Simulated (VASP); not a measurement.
A run of VASP 6.6.1:

Contents of INCAR:

```
SYSTEM = Zn3CdS4
ALGO = Normal
EDIFF = 1E-6
EDIFFG = -0.01
ENCUT = 600
IBRION = 2
ISIF = 3
ISMEAR = 0
LASPH = .True.
LCHARG = .False.
LREAL = .False.
LWAVE = .False.
NELM = 60
NSW = 80
PREC = Accurate
SIGMA = 0.01
```

The input KPOINTS:

```
k-points
0
Gamma
  3 3 3
  0 0 0
```

The input POSCAR:

```
Zn3CdS4
1.0
    5.5110120200      0.0000000000      0.0000000000
    0.0000000000      5.5110120200      0.0000000000
    0.0000000000      0.0000000000      5.5110120200
Zn Cd S
3 1 4
Direct
    0.0000000000      0.5000000000      0.5000000000
    0.5000000000      0.0000000000      0.5000000000
    0.5000000000      0.5000000000      0.0000000000
    0.0000000000      0.0000000000      0.0000000000
    0.2626801900      0.2626801900      0.2626801900
    0.7373198100      0.7373198100      0.2626801900
    0.2626801900      0.7373198100      0.7373198100
    0.7373198100      0.2626801900      0.7373198100
```

Potentials or basis: VASP PAW LDA potentials, release 64 (Zn, Cd, S).

Command:

```sh
$ cat potpaw_LDA.64/Zn/POTCAR potpaw_LDA.64/Cd/POTCAR potpaw_LDA.64/S/POTCAR > POTCAR
$ mpirun -np 1 vasp_std > vasp.out
```

Hardware: 1 thread of Intel(R) Xeon(R) 6975P-C (Granite Rapids), with other jobs on the host.

**Question.** Estimate the wall time of this run.

**Answer.** Wall time 59 s on 1 thread of Intel(R) Xeon(R) 6975P-C (Granite Rapids), with other jobs on the host, peak memory 0.28 GiB. Counts: scf iterations 43, k points 4, ion steps 5.
